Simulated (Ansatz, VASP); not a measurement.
# One calculation of CaC2, two programs

The input INCAR:

```
SYSTEM = CaC2
PREC = Accurate
ENCUT = 520
EDIFF = 1E-7
ISMEAR = 0
SIGMA = 0.05
LREAL = .False.
LASPH = .True.
NELM = 80
ALGO = Normal
ISIF = 2
LWAVE = .False.
LCHARG = .False.
NBANDS = 16
```

KPOINTS

```
regular mesh
0
Gamma
  10 10 10
  0 0 0
```

Contents of POSCAR:

```
CaC2
1.0
   -1.8859411344      1.8859411344      3.1220584614
    1.8859411344     -1.8859411344      3.1220584614
    1.8859411344      1.8859411344     -3.1220584614
Ca C
1 2
Direct
    0.0000000000      0.0000000000      0.0000000000
    0.5978927200      0.5978927200      0.0000000000
    0.4021072800      0.4021072800      0.0000000000
```

Input for Ansatz:

```yaml
crystal:
  lattice:
    - [-1.8859411344, 1.8859411344, 3.1220584614]
    - [1.8859411344, -1.8859411344, 3.1220584614]
    - [1.8859411344, 1.8859411344, -3.1220584614]
  atoms:
    - { symbol: Ca, position: [0.0, 0.0, 0.0] }
    - { symbol: C, position: [0.59789272, 0.59789272, 0.0] }
    - { symbol: C, position: [0.40210728, 0.40210728, 0.0] }
basis:
  ecutwfc: 420
kpoints:
  mp_grid: { grid: [10, 10, 10] }
hamiltonian:
  xc: lda
scf:
  occupations: { method: gaussian, width: 0.05 }
output:
  forces: true
  stress: true
  eigenvalues: true
```

Change from the starting cell: strain -0.025 along x and y, -0.025 along z, atoms carried along.

Alike in both runs: task single point; functional LDA; k mesh 10 × 10 × 10; occupations gaussian, width 0.05 eV; no spin polarisation.

|  | VASP | Ansatz |
| --- | --- | --- |
| version | VASP 6.6.1 | Ansatz 0.2.0 |
| potentials or method | VASP PAW LDA potentials, release 64 (Ca_sv, C), cutoff 520 eV | scalar-relativistic, plane waves, PAW |
| valence electrons in the cell | 18 | 18 |

VASP gave:

| Item | Value |
| --- | --- |
| gap on the k mesh at the Fermi level (eV) | 1.00 |
| least direct gap on the mesh (eV) | 2.15 |
| pressure (GPa) | 3.7 |
| traceless stress, the component that is largest in VASP (GPa) | 8.22 |
| rms of the force components (eV/Å) | 1.208 |

What did Ansatz give for the same quantities?

gap on the k mesh at the Fermi level (eV): 1.02; least direct gap on the mesh (eV): 2.16; pressure (GPa): 3.3; traceless stress, the component that is largest in VASP (GPa): 7.81; rms of the force components (eV/Å): 1.155.

LDA's correlation is that of Perdew and Zunger in VASP and of Perdew and Wang (1992) in Ansatz. Atom by atom the forces differ by 0.053 eV/Å (rms over components).
